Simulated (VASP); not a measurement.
Input of a VASP 6.6.1 run:

POSCAR

```
NaI
1.0
    0.0000000000      3.5431916810      3.5431916810
    3.5431916810      0.0000000000      3.5431916810
    3.5431916810      3.5431916810      0.0000000000
Na I
1 1
Direct
    0.0000000000      0.0000000000      0.0000000000
    0.2500000000      0.2500000000      0.2500000000
```

INCAR.step1

```
PREC = Accurate
ENCUT = 520
ISMEAR = -5
SIGMA = 0.1
LREAL = False
LASPH = True
NELM = 60
NBANDS = 14
GGA = PE
ALGO = Normal
EDIFF = 1E-4
LWAVE = True
LCHARG = False
```

INCAR.step2

```
PREC = Accurate
ENCUT = 520
EDIFF = 1E-7
ISMEAR = -5
SIGMA = 0.1
LREAL = False
LASPH = True
NELM = 60
ALGO = Normal
ISIF = 2
LWAVE = False
LCHARG = False
METAGGA = R2SCAN
LMIXTAU = True
NBANDS = 14
ISTART = 1
```

File KPOINTS:

```
regular mesh
0
Gamma
  4 4 4
```

Potentials or basis: VASP PAW PBE potentials, release 64 (Na_pv, I).

The run is started by

```sh
$ cat potpaw_PBE.64/Na_pv/POTCAR potpaw_PBE.64/I/POTCAR > POTCAR
$ cp INCAR.step1 INCAR
$ mpirun -np 1 vasp_std > vasp.out
$ cp INCAR.step2 INCAR
$ mpirun -np 1 vasp_std > vasp.out
```

(1) Estimate the pressure.

(2) What does it give for the band gap on the k mesh?

Answers

(1) -0.1 GPa.

(2) 4.42 eV.

Caveat: the structure was generated, so it needn't be the stable form of NaI; the PAW data sets were made with another functional, which shifts forces and pressure a little; spin-orbit coupling is left out, which moves the levels of the heavy elements.
